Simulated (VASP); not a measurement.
# Hf3F in VASP: a series of runs

Runs on Hf3F. Level: LDA. Tasks: single point.

Everything below comes from runs of VASP 6.6.1. Logs are shortened: lines on timing, memory, paths and dates and some standing lists are left out, and cuts for length are marked.

### Step 1. The cell of the first run

The cell holds a slab with vacuum, 4 atoms: a = 3.083 Å, b = 3.083 Å, c = 21.093 Å, α = 90.00°, β = 90.00°, γ = 90.00°.

### Step 2. Single point, LDA

INCAR

```
ALGO = Normal
DIPOL = 0.5 0.5 0.359
EDIFF = 1E-6
ENCUT = 520
IDIPOL = 3
ISIF = 2
ISMEAR = 0
LASPH = T
LCHARG = T
LDIPOL = T
LELF = T
LREAL = F
LVACPOTAV = T
LVHAR = T
LWAVE = F
NBANDS = 26
NELM = 80
PREC = Accurate
SIGMA = 0.1
```

KPOINTS

```
k-points
0
Gamma
  9 9 1
```

POSCAR

```
Hf3F
1.0
    3.0829071749      0.0000000000      0.0000000000
    0.0000000000      3.0829071749      0.0000000000
    0.0000000000      0.0000000000     21.0927836031
Hf F
3 1
Direct
    0.5000000000      0.5000000000      0.1896383178
    0.0000000000      0.0000000000      0.2867330108
    0.5000000000      0.5000000000      0.3836754672
    0.6250000000      0.6250000000      0.5766324555
```

Potentials or basis: VASP PAW LDA potentials, release 64 (Hf_pv, F).

The run is started by

```console
$ cat potpaw_LDA.64/Hf_pv/POTCAR potpaw_LDA.64/F/POTCAR > POTCAR
$ mpirun -np 1 vasp_std > vasp.out
```

OUTCAR:

```text
EDIFF = 1E-6
   ENCUT = 520
   ISIF = 2
   ISMEAR = 0
   LASPH = T
   LREAL = F
   NELM = 80
   PREC = Accurate

 ion  position               nearest neighbor table
   1  0.500  0.500  0.190-   2 2.99   2 2.99   2 2.99   2 2.99
   2  0.000  0.000  0.287-   3 2.99   3 2.99   3 2.99   3 2.99   1 2.99   1 2.99   1 2.99   1 2.99

   3  0.500  0.500  0.384-   2 2.99   2 2.99   2 2.99   2 2.99
   4  0.625  0.625  0.577-

  LATTYP: Found a simple tetragonal cell.
 ALAT       =     3.0829071749
 C/A-ratio  =     6.8418484263

  Lattice vectors:

 A1 = (   3.0829071749,   0.0000000000,   0.0000000000)
 A2 = (   0.0000000000,   3.0829071749,   0.0000000000)
 A3 = (   0.0000000000,   0.0000000000,  21.0927836031)

Analysis of symmetry for initial positions (statically):
=====================================================================
 Subroutine PRICEL returns:
 Original cell was already a primitive cell.

 Routine SETGRP: Setting up the symmetry group for a
 simple tetragonal supercell.

 Subroutine GETGRP returns: Found  2 space group operations
 (whereof  2 operations were pure point group operations)
 out of a pool of 16 trial point group operations.

The static configuration has the point symmetry C_1h.

Analysis of symmetry for dynamics (positions and initial velocities):
=====================================================================
 Subroutine PRICEL returns:
 Original cell was already a primitive cell.

 Routine SETGRP: Setting up the symmetry group for a
 simple tetragonal supercell.

 Subroutine GETGRP returns: Found  2 space group operations
 (whereof  2 operations were pure point group operations)
 out of a pool of 16 trial point group operations.

The dynamic configuration has the point symmetry C_1h.

 Subroutine INISYM returns: Found  2 space group operations
 (whereof  2 operations are pure point group operations),
 and found     1 'primitive' translations

----------------------------------------------------------------------------------------

                                     Primitive cell

  volume of cell :     200.4725

  direct lattice vectors                    reciprocal lattice vectors
     3.082907175  0.000000000  0.000000000     0.324369157  0.000000000  0.000000000
     0.000000000  3.082907175  0.000000000     0.000000000  0.324369157  0.000000000
     0.000000000  0.000000000 21.092783603     0.000000000  0.000000000  0.047409579

  length of vectors
     3.082907175  3.082907175 21.092783603     0.324369157  0.324369157  0.047409579

  position of ions in fractional coordinates (direct lattice)
     0.500000000  0.500000000  0.189638318
     0.000000000  0.000000000  0.286733011
     0.500000000  0.500000000  0.383675467
     0.625000000  0.625000000  0.576632455

  ion indices of the primitive-cell ions
   primitive index   ion index
                 1           1
                 2           2
                 3           3
                 4           4

----------------------------------------------------------------------------------------

 KPOINTS: k-points

Automatic generation of k-mesh.
 Grid dimensions read from file:
 generate k-points for:    9    9    1

 Generating k-lattice:

  Cartesian coordinates                     Fractional coordinates (reciprocal lattice)
     0.036041017  0.000000000  0.000000000     0.111111111  0.000000000  0.000000000
     0.000000000  0.036041017  0.000000000     0.000000000  0.111111111  0.000000000
     0.000000000  0.000000000  0.047409579     0.000000000  0.000000000  1.000000000

  Length of vectors
     0.036041017  0.036041017  0.047409579

  Shift w.r.t. Gamma in fractional coordinates (k-lattice)
     0.000000000  0.000000000  0.000000000

 Subroutine IBZKPT returns following result:
 ===========================================

 Found     25 irreducible k-points:

 Following reciprocal coordinates:
            Coordinates               Weight
  0.000000  0.000000  0.000000      1.000000
  0.111111  0.000000  0.000000      4.000000
  0.222222  0.000000  0.000000      4.000000
  0.333333  0.000000  0.000000      4.000000
  0.444444  0.000000  0.000000      4.000000
  0.111111  0.111111  0.000000      2.000000
[... 16 lines left out ...]
 -0.333333  0.444444  0.000000      4.000000
  0.444444  0.444444  0.000000      2.000000
   k-points           NKPTS =     25   k-points in BZ     NKDIM =     25   number of bands    NBANDS=     26
   number of dos      NEDOS =    301   number of ions     NIONS =      4
   total plane-waves  NPLWV =  92160
   dimension x,y,z NGX =    24 NGY =   24 NGZ =  160
   dimension x,y,z NGXF=    48 NGYF=   48 NGZF=  320
   ions per type =               3   1
   NGX,Y,Z   is equivalent  to a cutoff of  12.94, 12.94, 12.61 a.u.
   NGXF,Y,Z  is equivalent  to a cutoff of  25.88, 25.88, 25.22 a.u.
 SYSTEM =  unknown system
   PREC   = accura    normal or accurate (medium, high low for compatibility)
   ISTART =      0    job   : 0-new  1-cont  2-samecut
   ICHARG =      2    charge: 1-file 2-atom 10-const
   ISPIN  =      1    spin polarized calculation?
   LNONCOLLINEAR =      F non collinear calculations
   LSORBIT =      F    spin-orbit coupling
   LASPH  =      T    aspherical Exc in radial PAW
   ENCUT  =  520.0 eV  38.22 Ry    6.18 a.u.   5.73  5.73 39.22*2*pi/ulx,y,z
   NELM   =     80;   NELMIN=  2; NELMDL= -5     # of ELM steps
   EDIFF  = 0.1E-05   stopping-criterion for ELM
   LREAL  =      F    real-space projection
   EDIFFG = 0.1E-04   stopping-criterion for IOM
   NSW    =      0    number of steps for IOM
   IBRION =     -1    ionic relax: 0-MD 1-quasi-New 2-CG
   NFREE  =      0    steps in history (QN), initial steepest desc. (CG)
   ISIF   =      2    stress and relaxation
   ISYM   =      2    0-nonsym 1-usesym 2-fastsym
   POTIM  = 0.5000    time-step for ionic-motion
   TEBEG  =    0.0;   TEEND  =   0.0 temperature during run
   PSTRESS=    0.0 pullay stress
   NELECT =      37.0000    total number of electrons
   NUPDOWN=      -1.0000    fix difference up-down
   EMIN   =  10.00;   EMAX   =-10.00  energy-range for DOS
   EFERMI =   0.00;   METHOD = LEGACY
   ISMEAR =     0;   SIGMA  =   0.10  broadening in eV -4-tet -1-fermi 0-gaus
   EFERMI_NEDOS =   21; number of points for ismear=-14 and -15
   IALGO  =     38    algorithm
   IMIX   =      4    mixing-type and parameters
     AMIX     =   0.40;   BMIX     =  1.00
     AMIX_MAG =   1.60;   BMIX_MAG =  1.00
  volume/ion in A,a.u.               =      50.12       338.21
  Fermi-wavevector in a.u.,A,eV,Ry     =   0.932088  1.761392 11.820591  0.868789
  Thomas-Fermi vector in A             =   2.058650
   LORBIT       =      0    0 simple, 1 ext, 2 COOP (PROOUT), +10 PAW based schemes
   GGA     = CA    functional components
   LHFCALC =     F    Hartree Fock is set to
   AEXX    =    0.0000 exact exchange contribution
   IVDW    =     0    specifies the selected vdW correction
   LEPSILON=     F    determine dielectric tensor
   LRPA    =     F    only Hartree local field effects (RPA)
 non-spin polarized calculation
 Gauss-broadening in eV      SIGMA  =   0.10
  energy-cutoff  :      520.00
  volume of cell :      200.47
 maximum number of plane-waves:      5418
   NGX = 11   NGY = 11   NGZ = 79

 dipolmoment           0.000000      0.000000     -0.011661 electrons x Angstroem

 number of electron      37.0000019 magnetization

 dipolmoment           0.000000      0.000000      0.368644 electrons x Angstroem

 Free energy of the ion-electron system (eV)
  ---------------------------------------------------
  ext. energy  EPLUGINS =         0.00000000
  ---------------------------------------------------
  free energy    TOTEN  =       -31.02378185 eV

  energy without entropy =      -30.95505891  energy(sigma->0) =      -30.98942038

 E-fermi :  -3.2828     XC(G=0):  -5.4592

 val. band max:       -3.2870929982   @ k =  -0.1111   0.3333   0.0000
 cond. band min:      -3.2722641014   @ k =  -0.1111   0.4444   0.0000
 fundamental gap:      0.0148288968
 Fermi energy:        -3.2828138457

 k-point     1 :       0.0000    0.0000    0.0000
  band No.  band energies     occupation
      1     -34.1889      2.00000
      2     -33.9203      2.00000
      3     -33.6440      2.00000
      4     -33.6438      2.00000
      5     -33.4360      2.00000
      6     -33.4357      2.00000
[... 18 lines left out ...]
     25      -0.0237      0.00000
     26      -0.0236      0.00000

 k-point     2 :       0.1111    0.0000    0.0000
  band No.  band energies     occupation
      1     -34.1768      2.00000
      2     -33.9276      2.00000
      3     -33.7107      2.00000
      4     -33.6352      2.00000
      5     -33.5161      2.00000
      6     -33.4275      2.00000
[... 18 lines left out ...]
     25      -0.3460      0.00000
     26      -0.2004      0.00000

 k-point     3 :       0.2222    0.0000    0.0000
  band No.  band energies     occupation
      1     -34.1551      2.00000
      2     -33.9748      2.00000
      3     -33.8459      2.00000
      4     -33.6957      2.00000
      5     -33.6132      2.00000
      6     -33.4059      2.00000
[... 18 lines left out ...]
     25      -1.0025      0.00000
     26      -0.3124      0.00000

 k-point     4 :       0.3333    0.0000    0.0000
  band No.  band energies     occupation
      1     -34.1591      2.00000
      2     -34.1218      2.00000
      3     -33.9004      2.00000
      4     -33.8661      2.00000
      5     -33.5884      2.00000
      6     -33.3803      2.00000
[... 18 lines left out ...]
     25      -0.8280      0.00000
     26      -0.2599      0.00000

 k-point     5 :       0.4444    0.0000    0.0000
  band No.  band energies     occupation
      1     -34.2435      2.00000
      2     -34.1722      2.00000
      3     -34.0092      2.00000
      4     -33.8683      2.00000
      5     -33.5722      2.00000
      6     -33.3628      2.00000
[... 18 lines left out ...]
     25      -0.7074      0.00000
     26      -0.5411      0.00000

 k-point     6 :       0.1111    0.1111    0.0000
  band No.  band energies     occupation
      1     -34.1650      2.00000
      2     -33.9278      2.00000
      3     -33.7071      2.00000
      4     -33.7041      2.00000
      5     -33.5124      2.00000
      6     -33.4985      2.00000
[... 427 lines left out ...]
 k-point    21 :      -0.3333    0.3333    0.0000
  band No.  band energies     occupation
      1     -34.0911      2.00000
      2     -34.0442      2.00000
      3     -34.0087      2.00000
      4     -33.8783      2.00000
      5     -33.8277      2.00000
      6     -33.7709      2.00000
[... 18 lines left out ...]
     25      -0.4773      0.00000
     26       0.2123      0.00000

 k-point    22 :       0.4444    0.3333    0.0000
  band No.  band energies     occupation
      1     -34.1643      2.00000
      2     -34.0811      2.00000
      3     -33.9895      2.00000
      4     -33.9620      2.00000
      5     -33.8338      2.00000
      6     -33.7514      2.00000
[... 18 lines left out ...]
     25      -0.2770      0.00000
     26       0.8042      0.00000

 k-point    23 :      -0.3333    0.4444    0.0000
  band No.  band energies     occupation
      1     -34.1643      2.00000
      2     -34.0811      2.00000
      3     -33.9895      2.00000
      4     -33.9620      2.00000
      5     -33.8338      2.00000
      6     -33.7513      2.00000
[... 18 lines left out ...]
     25      -0.2770      0.00000
     26       0.8043      0.00000

 k-point    24 :       0.4444    0.4444    0.0000
  band No.  band energies     occupation
      1     -34.1611      2.00000
      2     -34.1589      2.00000
      3     -33.9864      2.00000
      4     -33.9402      2.00000
      5     -33.9374      2.00000
      6     -33.7354      2.00000
[... 18 lines left out ...]
     25       0.5662      0.00000
     26       1.2573      0.00000

 [... further k-points ...]

------------------------ aborting loop because EDIFF is reached ----------------------------------------

  FORCE on cell =-STRESS in cart. coord.  units (eV):
  Direction    XX          YY          ZZ          XY          YZ          ZX
  --------------------------------------------------------------------------------------
  -------------------------------------------------------------------------------------
  Total       -2.0824962     -2.0824962     -2.6387432     -0.0047569     -0.0258069     -0.0258069
  in kB      -16.6433220    -16.6433220    -21.0888510     -0.0380172     -0.2062490     -0.2062489
  external PRESSURE =     -18.1251650 kB  Pullay stress =       0.0000000 kB

 VOLUME and BASIS-vectors are now :
 -----------------------------------------------------------------------------
  energy-cutoff  :      520.00
  volume of cell :      200.47
      direct lattice vectors                 reciprocal lattice vectors
     3.082907175  0.000000000  0.000000000     0.324369157  0.000000000  0.000000000
     0.000000000  3.082907175  0.000000000     0.000000000  0.324369157  0.000000000
     0.000000000  0.000000000 21.092783603     0.000000000  0.000000000  0.047409579

 POSITION                                       TOTAL-FORCE (eV/Angst)
 -----------------------------------------------------------------------------------
      1.54145      1.54145      4.00000         0.000538      0.000538      0.038669
      0.00000      0.00000      6.04800        -0.002061     -0.002061     -0.044697
      1.54145      1.54145      8.09278         0.008294      0.008294      0.640814
      1.92682      1.92682     12.16278        -0.006771     -0.006771     -0.634787
 -----------------------------------------------------------------------------------
    total drift:                               -0.000187     -0.000187      0.000676

  FREE ENERGIE OF THE ION-ELECTRON SYSTEM (eV)
  ---------------------------------------------------
  free  energy   TOTEN  =       -31.0237818498 eV

  energy  without entropy=      -30.9550589099  energy(sigma->0) =      -30.98942038

 vacuum level on the upper side and lower side of the slab         8.044         1.026
```

Run time: 7.5 min. Hardware: 1 thread of Intel Xeon Platinum 8488C (Sapphire Rapids), shared host; peak memory 0.29 GiB.

Results:

| Property | Result |
| --- | --- |
| Free energy | -31.0238 eV |
| Largest force | 0.641 eV/Å |
| Band gap on the k mesh | zero (an odd number of electrons rules out a gap without spin polarisation) |

Forces on the atoms (eV/Å):
```
Hf   0.001  0.001  0.039
Hf  -0.002 -0.002 -0.045
Hf   0.008  0.008  0.641
F   -0.007 -0.007 -0.635
```

Caveat: spin-orbit coupling is left out, which moves the levels of the heavy elements; an odd number of electrons without spin polarisation forces a metal; a magnetic or distorted state may lie lower.

### Step 3. Single point, LDA

INCAR

```
ALGO = Normal
DIPOL = 0.5 0.5 0.334
EDIFF = 1E-7
ENCUT = 520
GGA = CA
IDIPOL = 3
ISIF = 2
ISMEAR = 0
LASPH = True
LCHARG = True
LDIPOL = True
LELF = True
LREAL = False
LVACPOTAV = True
LVHAR = True
LWAVE = False
NBANDS = 26
NELM = 80
PREC = Accurate
SIGMA = 0.1
```

KPOINTS is that of step 2.

Edit POSCAR of step 2 so:

```diff
@@ -11,2 +11,2 @@
     0.5000000000      0.5000000000      0.3836754672
-    0.6250000000      0.6250000000      0.5766324555
+    0.8750000000      0.8750000000      0.4756500513
```

Potentials or basis: VASP PAW LDA potentials, release 64 (Hf_pv, F).

The run is started by

```console
$ cat potpaw_LDA.64/Hf_pv/POTCAR potpaw_LDA.64/F/POTCAR > POTCAR
$ mpirun -np 1 vasp_std > vasp.out
```

It took 3.7 min on 1 thread of Intel Xeon Platinum 8488C (Sapphire Rapids), shared host; peak memory 0.3 GiB.

Results (log left out):

```
Free energy            : -35.4200 eV
Largest force          : 4.165 eV/Å
Band gap on the k mesh : zero (an odd number of electrons rules out a gap without spin polarisation)
```

Forces in eV/Å, atoms in the order of the input:
```
Hf   0.006  0.006  0.099
Hf  -0.012 -0.012 -0.731
Hf   0.616  0.616  4.073
F   -0.611 -0.611 -3.441
```

Levels at points of the mesh, in eV from the Fermi level:
| k point | band 15 | band 16 | band 17 | band 18 | band 19 | band 20 | band 21 | band 22 |
| --- | --- | --- | --- | --- | --- | --- | --- | --- |
| (0.00, 0.00, 0.00) | -2.33 | -1.96 | -1.82 | -0.94 | -0.01 | 0.99 | 1.74 | 1.75 |

Caveat: spin-orbit coupling is left out, which moves the levels of the heavy elements; an odd number of electrons without spin polarisation forces a metal; a magnetic or distorted state may lie lower.

### Step 4. Single point, LDA

INCAR

```
SYSTEM = Hf3F
ALGO     = Normal         ! electronic algorithm
DIPOL    = 0.5 0.5 0.328
EDIFF    = 1E-6           ! SCF threshold, eV
ENCUT    = 520            ! plane-wave cutoff, eV
GGA      = CA             ! functional
IDIPOL   = 3            
ISIF     = 2              ! what is computed and relaxed
ISMEAR   = 0              ! smearing method
LASPH    = .TRUE.         ! aspherical terms in the spheres
LCHARG   = .TRUE.         ! write CHGCAR
LDIPOL   = .TRUE.       
LELF     = .TRUE.         ! ELF
LREAL    = .FALSE.        ! projectors in reciprocal space
LVACPOTAV= .TRUE.       
LVHAR    = .TRUE.       
LWAVE    = .FALSE.        ! write WAVECAR
NBANDS   = 26             ! bands
NELM     = 100            ! most SCF steps
PREC     = Accurate       ! precision mode
SIGMA    = 0.1            ! smearing width, eV
```

KPOINTS

```
k-points
0
G
  9 9 1
  0 0 0
```

Edit POSCAR of step 3 so:

```diff
@@ -11,2 +11,2 @@
     0.5000000000      0.5000000000      0.3836754672
-    0.8750000000      0.8750000000      0.4756500513
+    0.8750000000      0.8750000000      0.4505229742
```

The run is started by

```console
$ cat potpaw_LDA.64/Hf_pv/POTCAR potpaw_LDA.64/F/POTCAR > POTCAR
$ mpirun -np 1 vasp_std > vasp.out
```

It took 3.1 min on 1 thread of Intel Xeon Platinum 8488C (Sapphire Rapids), shared host; peak memory 0.3 GiB.

It converged, with:

* Free energy: -36.6754 eV
* Largest force: 1.678 eV/Å
* Band gap on the k mesh: zero (an odd number of electrons rules out a gap without spin polarisation)

Forces in eV/Å, atoms in the order of the input:
```
Hf   0.003  0.003  0.138
Hf  -0.027 -0.027 -0.917
Hf   0.438  0.438  1.560
F   -0.414 -0.414 -0.781
```

Levels at points of the mesh, in eV from the Fermi level:
| k point | band 16 | band 17 | band 18 | band 19 | band 20 | band 21 |
| --- | --- | --- | --- | --- | --- | --- |
| (0.00, 0.00, 0.00) | -2.50 | -2.28 | -1.02 | 0.00 | 0.94 | 1.49 |

Caveat: spin-orbit coupling is left out, which moves the levels of the heavy elements; an odd number of electrons without spin polarisation forces a metal; a magnetic or distorted state may lie lower.

### Step 5. The runs side by side

```tsv
cell	gap on the mesh (eV)	largest force (eV/Å)
as given, atomic positions A	none	0.64
as given, atomic positions B	none	4.16
as given, atomic positions C	none	1.68
```

Alike in all rows: task single point; level LDA; potentials or basis VASP PAW LDA potentials, release 64 (Hf_pv, F); no spin polarisation; k mesh 9 × 9 × 1; cutoff (eV) 520; smearing gaussian 0.1 eV.

Caveats: spin-orbit coupling is left out, which moves the levels of the heavy elements; an odd number of electrons without spin polarisation forces a metal; a magnetic or distorted state may lie lower.

Total energies depend on the potentials used, so only differences within one code and one set of settings carry meaning.
